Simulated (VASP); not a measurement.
Write the native input for VASP 6.6.1 that does the following.

```yaml
Task: relaxation of cell and atoms
Functional: RPBE
Potentials_or_basis: VASP PAW PBE potentials, release 64 (Ta_pv)
Cutoff: 600 eV
k_mesh: 11 × 11 × 11
Occupations: fermi-dirac, width 0.05 eV
Spin: no spin polarisation
Dipole_correction: no
Further_INCAR_settings: ALGO = Normal; EDIFF = 1e-07; IBRION = 2; EDIFFG = -0.02; NSW = 80; ISIF = 3
```

The structure of Ta lies in POSCAR:

```
Ta
1.0
   -1.6512800000      1.6512800000      1.6512800000
    1.6512800000     -1.6512800000      1.6512800000
    1.6512800000      1.6512800000     -1.6512800000
Ta
1
Direct
    0.0000000000      0.0000000000      0.0000000000
```

These files were run (other wordings do the same):

INCAR

```
SYSTEM = Ta
ALGO     = Normal         ! electronic algorithm
EDIFF    = 1E-7           ! SCF threshold, eV
EDIFFG   = -0.02          ! ionic threshold
ENCUT    = 600            ! plane-wave cutoff, eV
GGA      = RP             ! functional
IBRION   = 2              ! ionic algorithm
ISIF     = 3              ! what is computed and relaxed
ISMEAR   = -1             ! smearing method
LASPH    = .TRUE.         ! aspherical terms in the spheres
LCHARG   = .FALSE.        ! write CHGCAR
LREAL    = .FALSE.        ! projectors in reciprocal space
LWAVE    = .FALSE.        ! write WAVECAR
NELM     = 60             ! most SCF steps
NSW      = 80             ! ionic steps
PREC     = Accurate       ! precision mode
SIGMA    = 0.05           ! smearing width, eV
```

KPOINTS

```
k-points
0
G
  11 11 11
  0 0 0
```

Potentials or basis: VASP PAW PBE potentials, release 64 (Ta_pv).

Launch:

```sh
$ cat potpaw_PBE.64/Ta_pv/POTCAR > POTCAR
$ mpirun -np 1 vasp_std > vasp.out
```

Results of the run:

```yaml
Relaxed_volume: 18.60 Å³/atom
Relaxed_cell: a = 2.891 Å, b = 2.891 Å, c = 2.891 Å, α = 109.47°, β = 109.47°, γ = 109.47°
Space_group_after_relaxing_to_0.05_Å: Im-3m (No. 229)
Energy_gained_by_relaxing: 10.8 meV/atom
Ionic_steps: 3
Pressure_after_relaxing: -0.1 GPa
```

Caveat: the PAW data sets were made with another functional, which shifts forces and pressure a little.

Run time: 14 s on 1 thread of AMD EPYC 9R45 96-Core Processor (Zen 5), with other jobs on the host, peak memory 0.13 GiB.
